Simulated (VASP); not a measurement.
Wanted: the native input for a VASP 6.6.1 run.

```yaml
Task: single point
Functional: PBE
Potentials_or_basis: VASP PAW PBE potentials, release 64 (Pt_sv_GW, S)
Cutoff: 500 eV
k_mesh: 7 × 7 × 5
Occupations: fermi-dirac, width 0.05 eV
Spin: no spin polarisation
Dipole_correction: no
Second_run: valence_matched
Further_INCAR_settings: ALGO = Normal; EDIFF = 1e-06; NBANDS = 22
```

The structure of PtS2 lies in POSCAR:

```
PtS2
1.0
    3.4723360000      0.0000000000      0.0000000000
   -1.7361680000      3.0071311865      0.0000000000
    0.0000000000      0.0000000000      5.0388000000
Pt S
1 2
Direct
    0.0000000000      0.0000000000      0.0000000000
    0.6666666667      0.3333333333      0.7730000000
    0.3333333333      0.6666666667      0.2270000000
```

The input as run:

INCAR

```
SYSTEM = PtS2
PREC     = Accurate       ! precision mode
ENCUT    = 500            ! plane-wave cutoff, eV
EDIFF    = 1E-6           ! SCF threshold, eV
ISMEAR   = -1             ! smearing method
SIGMA    = 0.05           ! smearing width, eV
LREAL    = .False.        ! projectors in reciprocal space
LASPH    = .True.         ! aspherical terms in the spheres
NELM     = 120            ! most SCF steps
ALGO     = Normal         ! electronic algorithm
ISIF     = 2              ! what is computed and relaxed
LWAVE    = .False.        ! write WAVECAR
LCHARG   = .False.        ! write CHGCAR
GGA      = PE             ! functional
NBANDS   = 22             ! bands
GGA_COMPAT= .False.
```

KPOINTS

```
Automatic mesh
0
Gamma
  7 7 5
  0 0 0
```

Potentials or basis: VASP PAW PBE potentials, release 64 (Pt_sv_GW, S).

Run with:

```bash
$ cat potpaw_PBE.64/Pt_sv_GW/POTCAR potpaw_PBE.64/S/POTCAR > POTCAR
$ mpirun -np 1 vasp_std > vasp.out
```

It gave:

```yaml
Pressure: 19.2 GPa
Largest_force: 1.913 eV/Å
Band_gap_on_the_k_mesh: 1.01 eV, indirect (least direct gap 1.31 eV)
```

Caveat: spin-orbit coupling is left out, which moves the levels of the heavy elements; forces of over 1 eV/Å act on the atoms, so gaps and moduli don't describe the material at rest.

Run time: 32 s on 1 thread of AMD EPYC 7R43 64-Core Processor (Zen 3), on a shared host, peak memory 0.16 GiB.
